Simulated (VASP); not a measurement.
The system is RbCl.

```
CELL_PARAMETERS angstrom
0.00000 3.30573 3.30573
3.30573 0.00000 3.30573
3.30573 3.30573 0.00000
ATOMIC_POSITIONS crystal
Rb 0.00000 0.00000 0.00000
Cl 0.50000 0.50000 0.50000
```

Base run:

```yaml
Program: VASP 6.6.1
Functional: PBE
Potentials_or_basis: VASP PAW PBE potentials, release 64 (Rb_sv, Cl)
Cutoff: 500 eV
k_mesh: 4 × 4 × 4
Occupations: gaussian, width 0.01 eV
Spin: no spin polarisation
```

Its results: band gap on the k mesh 4.95 eV, direct; pressure 0.6 GPa.

Problem. The run is repeated on the same cell with these changes: functional from PBE to r2SCAN; cutoff from 500 eV to 550 eV. What comes out?

Solution. Band gap on the k mesh 5.56 eV, direct; pressure 0.0 GPa.

r2SCAN gives the wider gap, since meta-GGAs in the generalised Kohn-Sham scheme recover part of the derivative discontinuity.

Caveats: the PAW data sets were made with another functional, which shifts forces and pressure a little (some runs).

